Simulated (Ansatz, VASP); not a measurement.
MgSe in VASP and in Ansatz

Contents of INCAR:

```
ALGO     = Normal         # electronic algorithm
EDIFF    = 1E-6           # SCF threshold, eV
ENCUT    = 600            # plane-wave cutoff, eV
GGA      = CA             # functional
GGA_COMPAT= False        
ISIF     = 2              # what is computed and relaxed
ISMEAR   = 0              # smearing method
LASPH    = True           # aspherical terms in the spheres
LCHARG   = True           # write CHGCAR
LELF     = True           # ELF
LREAL    = False          # projectors in reciprocal space
LVHAR    = True         
LWAVE    = False          # write WAVECAR
NBANDS   = 11             # bands
NELM     = 120            # most SCF steps
PREC     = Accurate       # precision mode
SIGMA    = 0.02           # smearing width, eV
```

KPOINTS

```
k-points
0
Gamma
  10 10 10
```

File POSCAR:

```
MgSe
1.0
    0.0000000000      2.6958606120      2.6958606120
    2.6958606120      0.0000000000      2.6958606120
    2.6958606120      2.6958606120      0.0000000000
Mg Se
1 1
Direct
    0.0000000000      0.0000000000      0.0000000000
    0.5000000000      0.5000000000      0.5000000000
```

Input for Ansatz:

```yaml
crystal:
  lattice:
    - [0.0, 2.6958606122, 2.6958606122]
    - [2.6958606122, 0.0, 2.6958606122]
    - [2.6958606122, 2.6958606122, 0.0]
  atoms:
    - { symbol: Mg, position: [0.0, 0.0, 0.0] }
    - { symbol: Se, position: [0.5, 0.5, 0.5] }
basis:
  ecutwfc: 420
kpoints:
  mp_grid: { grid: [10, 10, 10] }
  band_path:
    path:
      - [[0.0, 0.0, 0.0], [0.5, 0.0, 0.5], [0.625, 0.25, 0.625]]
      - [[0.375, 0.375, 0.75], [0.0, 0.0, 0.0], [0.5, 0.5, 0.5], [0.5, 0.25, 0.75], [0.5, 0.0, 0.5]]
    npoints: 10
hamiltonian:
  xc: lda
  pseudopotentials: { kind: paw, azcp: { folder: soft_1 } }
scf:
  occupations: { method: gaussian, width: 0.02 }
  n_extra_bands: 7
output:
  forces: true
  stress: true
  eigenvalues: true
```

Alike in both runs: task single point; functional LDA; k mesh 10 × 10 × 10; occupations gaussian, width 0.02 eV; no spin polarisation.

|  | VASP | Ansatz |
| --- | --- | --- |
| version | VASP 6.6.1 | Ansatz 0.2.0 |
| potentials or method | VASP PAW LDA potentials, release 64 (Mg, Se), cutoff 600 eV | scalar-relativistic, plane waves, PAW |
| valence electrons in the cell | 8 | 26 |

```tsv
	VASP	Ansatz	Ansatz less VASP
gap on the k mesh at the Fermi level (eV)	1.70	1.72	+0.014
least direct gap on the mesh (eV)	2.62	2.60	-0.023
pressure (GPa)	-0.3	0.0	+0.31
```

Ansatz warns that its potentials were made for another functional, while VASP's fit it. LDA's correlation is that of Perdew and Zunger in VASP and of Perdew and Wang (1992) in Ansatz. VASP's potentials hold 8 valence electrons a cell and Ansatz's 26, so a difference there can come from the potentials and not from the codes.
